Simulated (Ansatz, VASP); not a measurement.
Two plane-wave programs on ZnS

```xyz
4
Lattice="3.7816 0.0000 0.0000 -1.8908 3.2749 0.0000 0.0000 0.0000 6.2090" Properties=species:S:1:pos:R:3 pbc="T T T"
Zn    0.0000    2.1833    0.0338
Zn    1.8908    1.0916    3.1383
S     0.0000    2.1833    2.3567
S     1.8908    1.0916    5.4611
```

Alike in both runs: functional PBEsol; k mesh 10 × 10 × 6; occupations fermi-dirac, width 0.05 eV; no spin polarisation.

Ansatz relaxed the structure, and its values are those at the end. VASP's run is a single point on that final structure, the one shown.

|  | VASP | Ansatz |
| --- | --- | --- |
| version | VASP 6.6.1 | Ansatz 0.2.0 |
| potentials or method | VASP PAW PBE potentials, release 64 (Zn, S) | PAW with Ansatz's default frozen-core files, scalar-relativistic |
| plane-wave cutoff (eV) | 520 | 420 |
| valence electrons in the cell | 36 | 36 |

```tsv
	VASP	Ansatz	Ansatz less VASP
gap on the k mesh at the Fermi level (eV)	2.16	2.15	-0.006
pressure (GPa)	0.2	0.0	-0.24
```

VASP's potentials were made for PBE, not for PBEsol.
